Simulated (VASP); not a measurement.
# Li (P1) in VASP: single point with PBE

Aim: the single point of Li with PBE.

Program: VASP 6.6.1. These are calculated values, not measurements. Logs are shortened: lines on timing, memory, paths and dates and some standing lists are left out, and cuts for length are marked.

## (1) The cell of the first run

The typed cell holds 4 atoms: a = 3.168 Å, b = 5.104 Å, c = 5.113 Å, α = 101.66°, β = 89.92°, γ = 89.95°.

## (2) Single point, PBE

Input file INCAR:

```
PREC = Accurate ; ENCUT = 520
EDIFF = 1E-7 ; ISMEAR = 0
SIGMA = 0.2 ; LREAL = False
LASPH = True ; NELM = 80
ALGO = Normal ; ISIF = 2
LWAVE = False ; LCHARG = False
GGA = PE ; NBANDS = 14
```

Input file KPOINTS:

```
regular mesh
0
Gamma
  8 4 4
```

Input file POSCAR:

```
Li
1.0
   -0.0088149388      0.0024693810      3.1675000895
   -5.0388768563     -0.8129559036     -0.0092839696
    1.8177395095     -4.7793881912      0.0159290259
Li
4
Direct
   -0.2491434880     -0.0006470171      0.0009712715
    0.7490040881      0.5006611711      0.4990912339
    0.2493442853      1.0006840981      0.5007067813
    0.2507951146      0.4993017480     -0.0007692867
```

Potentials or basis: VASP PAW PBE potentials, release 64 (Li_sv).

Started as:

```console
> cat potpaw_PBE.64/Li_sv/POTCAR > POTCAR
> mpirun -np 1 vasp_std > vasp.out
```

OUTCAR:

```text
PREC = Accurate
   ENCUT = 520
   EDIFF = 1E-7
   ISMEAR = 0
   LREAL = False
   LASPH = True
   NELM = 80
   ISIF = 2
   GGA = PE

 ion  position               nearest neighbor table
   1  0.751  0.999  0.001-
   2  0.749  0.501  0.499-
   3  0.249  0.001  0.501-
   4  0.251  0.499  0.999-

  LATTYP: Found a triclinic cell.
 ALAT       =     6.0112280910
 B/A-ratio  =     0.5269328114
 C/A-ratio  =     0.8490850384
 COS(alpha) =     0.0008042814
 COS(beta)  =     0.1723211757
 COS(gamma) =     0.5257443118

  Lattice vectors:

 A1 = (   1.8265544483,  -4.7818575722,  -3.1515710636)
 A2 = (   0.0088149388,  -0.0024693810,  -3.1675000895)
 A3 = (   5.0388768563,   0.8129559036,   0.0092839696)

Analysis of symmetry for initial positions (statically):
=====================================================================
 Subroutine PRICEL returns:
 Original cell was already a primitive cell.

 Routine SETGRP: Setting up the symmetry group for a
 triclinic supercell.

 Subroutine GETGRP returns: Found  1 space group operations
 (whereof  1 operations were pure point group operations)
 out of a pool of  2 trial point group operations.

The static configuration has the point symmetry C_1 .

Analysis of symmetry for dynamics (positions and initial velocities):
=====================================================================
 Subroutine PRICEL returns:
 Original cell was already a primitive cell.

 Routine SETGRP: Setting up the symmetry group for a
 triclinic supercell.

 Subroutine GETGRP returns: Found  1 space group operations
 (whereof  1 operations were pure point group operations)
 out of a pool of  2 trial point group operations.

The dynamic configuration has the point symmetry C_1 .

 Subroutine INISYM returns: Found  1 space group operations
 (whereof  1 operations are pure point group operations),
 and found     1 'primitive' translations

----------------------------------------------------------------------------------------

                                     Primitive cell

  volume of cell :      80.9635

  direct lattice vectors                    reciprocal lattice vectors
    -0.008814939  0.002469381  3.167500089    -0.000707989  0.000782927  0.315703803
    -5.038876856 -0.812955904 -0.009283970    -0.186982387 -0.071116357 -0.000464917
     1.817739509 -4.779388191  0.015929026     0.031804633 -0.197134773  0.000242196

  length of vectors
     3.167513318  5.104043835  5.113411986     0.315705568  0.200050407  0.199684030

  position of ions in fractional coordinates (direct lattice)
     0.750856512  0.999352983  0.000971271
     0.749004088  0.500661171  0.499091234
     0.249344285  0.000684098  0.500706781
     0.250795115  0.499301748  0.999230713

  ion indices of the primitive-cell ions
   primitive index   ion index
                 1           1
                 2           2
                 3           3
                 4           4

----------------------------------------------------------------------------------------

 KPOINTS: regular mesh

Automatic generation of k-mesh.
 Grid dimensions read from file:
 generate k-points for:    8    4    4

 Generating k-lattice:

  Cartesian coordinates                     Fractional coordinates (reciprocal lattice)
    -0.000088499  0.000097866  0.039462975     0.125000000  0.000000000  0.000000000
    -0.046745597 -0.017779089 -0.000116229     0.000000000  0.250000000 -0.000000000
     0.007951158 -0.049283693  0.000060549     0.000000000  0.000000000  0.250000000

  Length of vectors
     0.039463196  0.050012602  0.049921008

  Shift w.r.t. Gamma in fractional coordinates (k-lattice)
     0.000000000  0.000000000  0.000000000

 Subroutine IBZKPT returns following result:
 ===========================================

 Found     68 irreducible k-points:

 Following reciprocal coordinates:
            Coordinates               Weight
  0.000000  0.000000  0.000000      1.000000
  0.125000  0.000000 -0.000000      2.000000
  0.250000  0.000000 -0.000000      2.000000
  0.375000  0.000000 -0.000000      2.000000
  0.500000  0.000000 -0.000000      1.000000
  0.000000  0.250000 -0.000000      2.000000
[... 16 lines left out ...]
  0.500000  0.000000  0.250000      2.000000
 -0.375000 -0.000000  0.250000      2.000000
 [... further k-points ...]
   k-points           NKPTS =     68   k-points in BZ     NKDIM =     68   number of bands    NBANDS=     14
   number of dos      NEDOS =    301   number of ions     NIONS =      4
   total plane-waves  NPLWV =  38400
   dimension x,y,z NGX =    24 NGY =   40 NGZ =   40
   dimension x,y,z NGXF=    48 NGYF=   80 NGZF=   80
   ions per type =               4
   NGX,Y,Z   is equivalent  to a cutoff of  12.60, 13.03, 13.00 a.u.
   NGXF,Y,Z  is equivalent  to a cutoff of  25.19, 26.06, 26.01 a.u.
 SYSTEM =  unknown system
   PREC   = accura    normal or accurate (medium, high low for compatibility)
   ISTART =      0    job   : 0-new  1-cont  2-samecut
   ICHARG =      2    charge: 1-file 2-atom 10-const
   ISPIN  =      1    spin polarized calculation?
   LNONCOLLINEAR =      F non collinear calculations
   LSORBIT =      F    spin-orbit coupling
   LASPH  =      T    aspherical Exc in radial PAW
   ENCUT  =  520.0 eV  38.22 Ry    6.18 a.u.   5.89  9.49  9.51*2*pi/ulx,y,z
   NELM   =     80;   NELMIN=  2; NELMDL= -5     # of ELM steps
   EDIFF  = 0.1E-06   stopping-criterion for ELM
   LREAL  =      F    real-space projection
   EDIFFG = 0.1E-05   stopping-criterion for IOM
   NSW    =      0    number of steps for IOM
   IBRION =     -1    ionic relax: 0-MD 1-quasi-New 2-CG
   NFREE  =      0    steps in history (QN), initial steepest desc. (CG)
   ISIF   =      2    stress and relaxation
   ISYM   =      2    0-nonsym 1-usesym 2-fastsym
   POTIM  = 0.5000    time-step for ionic-motion
   TEBEG  =    0.0;   TEEND  =   0.0 temperature during run
   PSTRESS=    0.0 pullay stress
   NELECT =      12.0000    total number of electrons
   NUPDOWN=      -1.0000    fix difference up-down
   EMIN   =  10.00;   EMAX   =-10.00  energy-range for DOS
   EFERMI =   0.00;   METHOD = LEGACY
   ISMEAR =     0;   SIGMA  =   0.20  broadening in eV -4-tet -1-fermi 0-gaus
   EFERMI_NEDOS =   21; number of points for ismear=-14 and -15
   IALGO  =     38    algorithm
   IMIX   =      4    mixing-type and parameters
     AMIX     =   0.40;   BMIX     =  1.00
     AMIX_MAG =   1.60;   BMIX_MAG =  1.00
  volume/ion in A,a.u.               =      20.24       136.59
  Fermi-wavevector in a.u.,A,eV,Ry     =   0.866374  1.637210 10.212588  0.750604
  Thomas-Fermi vector in A             =   1.984754
   LORBIT       =      0    0 simple, 1 ext, 2 COOP (PROOUT), +10 PAW based schemes
   GGA     = PE    functional components
   LHFCALC =     F    Hartree Fock is set to
   AEXX    =    0.0000 exact exchange contribution
   IVDW    =     0    specifies the selected vdW correction
   LEPSILON=     F    determine dielectric tensor
   LRPA    =     F    only Hartree local field effects (RPA)
 non-spin polarized calculation
 Gauss-broadening in eV      SIGMA  =   0.20
  energy-cutoff  :      520.00
  volume of cell :       80.96
 maximum number of plane-waves:      2200
   NGX = 11   NGY = 19   NGZ = 19

 number of electron      12.0000003 magnetization

 Free energy of the ion-electron system (eV)
  ---------------------------------------------------
  ext. energy  EPLUGINS =         0.00000000
  ---------------------------------------------------
  free energy    TOTEN  =        -7.66737068 eV

  energy without entropy =       -7.64356565  energy(sigma->0) =       -7.65546817

 E-fermi :   0.5988     XC(G=0):  -7.0477

 val. band max:        0.5935453250   @ k =   0.0000   0.0000   0.0000
 cond. band min:       0.6081633484   @ k =   0.0000   0.0000   0.0000
 fundamental gap:      0.0146180234
 Fermi energy:         0.5987921505

 k-point     1 :       0.0000    0.0000    0.0000
  band No.  band energies     occupation
      1     -45.8970      2.00000
      2     -45.8789      2.00000
      3     -45.8787      2.00000
      4     -45.8677      2.00000
      5      -2.9330      2.00000
      6       0.5935      1.02960
      7       0.6082      0.94717
      8       3.4343      0.00000
      9       3.5298      0.00000
     10       3.5510      0.00000
     11       6.5423      0.00000
     12       7.6341      0.00000
     13       8.1090      0.00000
     14      10.0653      0.00000

 k-point     2 :       0.1250    0.0000   -0.0000
  band No.  band energies     occupation
      1     -45.8952      2.00000
      2     -45.8784      2.00000
      3     -45.8782      2.00000
      4     -45.8682      2.00000
      5      -2.7590      2.00000
      6       0.8240      0.11130
      7       0.8386      0.08994
      8       3.5773      0.00000
      9       3.5991      0.00000
     10       3.6685      0.00000
     11       5.6139      0.00000
     12       7.4241      0.00000
     13       7.8552      0.00000
     14      11.6278      0.00000

 k-point     3 :       0.2500    0.0000   -0.0000
  band No.  band energies     occupation
      1     -45.8907      2.00000
      2     -45.8770      2.00000
      3     -45.8768      2.00000
      4     -45.8700      2.00000
      5      -2.2356      2.00000
      6       1.5141      0.00000
      7       1.5287      0.00000
      8       3.4649      0.00000
      9       3.7125      0.00000
     10       3.7308      0.00000
     11       4.3515      0.00000
     12       7.8578      0.00000
     13       8.5142      0.00000
     14       8.8352      0.00000
[... 324 lines left out ...]
 k-point    23 :       0.5000    0.0000    0.2500
  band No.  band energies     occupation
      1     -45.8778      2.00000
      2     -45.8778      2.00000
      3     -45.8755      2.00000
      4     -45.8754      2.00000
      5       0.1409      1.99879
      6       0.1467      1.99861
      7       2.2500      0.00000
      8       2.2650      0.00000
      9       4.4725      0.00000
     10       4.4744      0.00000
     11       6.3821      0.00000
     12       6.3844      0.00000
     13       6.4351      0.00000
     14       6.4365      0.00000

 k-point    24 :      -0.3750   -0.0000    0.2500
  band No.  band energies     occupation
      1     -45.8832      2.00000
      2     -45.8769      2.00000
      3     -45.8751      2.00000
      4     -45.8736      2.00000
      5      -1.0796      2.00000
      6       1.1436      0.00012
      7       1.6864      0.00000
      8       2.8297      0.00000
      9       3.4074      0.00000
     10       4.9253      0.00000
     11       5.7415      0.00000
     12       6.7827      0.00000
     13       6.9051      0.00000
     14       8.0890      0.00000

 [... further k-points ...]

------------------------ aborting loop because EDIFF is reached ----------------------------------------

  FORCE on cell =-STRESS in cart. coord.  units (eV):
  Direction    XX          YY          ZZ          XY          YZ          ZX
  --------------------------------------------------------------------------------------
  -------------------------------------------------------------------------------------
  Total       -0.0306142     -0.0591038      0.0007230      0.0135990      0.0092861      0.0022529
  in kB       -0.6058216     -1.1695985      0.0143070      0.2691095      0.1837611      0.0445821
  external PRESSURE =      -0.5870377 kB  Pullay stress =       0.0000000 kB

 VOLUME and BASIS-vectors are now :
 -----------------------------------------------------------------------------
  energy-cutoff  :      520.00
  volume of cell :       80.96
      direct lattice vectors                 reciprocal lattice vectors
    -0.008814939  0.002469381  3.167500089    -0.000707989  0.000782927  0.315703803
    -5.038876856 -0.812955904 -0.009283970    -0.186982387 -0.071116357 -0.000464917
     1.817739509 -4.779388191  0.015929026     0.031804633 -0.197134773  0.000242196

 POSITION                                       TOTAL-FORCE (eV/Angst)
 -----------------------------------------------------------------------------------
     -5.04047     -0.81522      2.36908        -0.001196      0.002450     -0.001296
     -1.62215     -2.79052      2.37577         0.000922     -0.001657      0.002149
      0.90451     -2.39301      0.79777         0.000678     -0.001183      0.000860
     -0.70179     -5.18100      0.80567        -0.000404      0.000390     -0.001713
 -----------------------------------------------------------------------------------
    total drift:                                0.000003     -0.000006     -0.000001

  FREE ENERGIE OF THE ION-ELECTRON SYSTEM (eV)
  ---------------------------------------------------
  free  energy   TOTEN  =        -7.6673706820 eV

  energy  without entropy=       -7.6435656512  energy(sigma->0) =       -7.65546817
```

It took 94 s on 1 thread of AMD EPYC 7R13, shared host; peak memory 0.17 GiB.

Results:

- Free energy: -7.6674 eV
- Largest force: 0.003 eV/Å
- Band gap on the k mesh: zero (bands 6 and 7 overlap by 2.01 eV)

Forces on the atoms (eV/Å):
```
Li  -0.001  0.002 -0.001
Li   0.001 -0.002  0.002
Li   0.001 -0.001  0.001
Li   0.000  0.000 -0.002
```

Caveat: the cutoff is under 1.25 times the usual one of these potentials, so pressure, stress and relaxed cells hold a basis-set (Pulay) error.
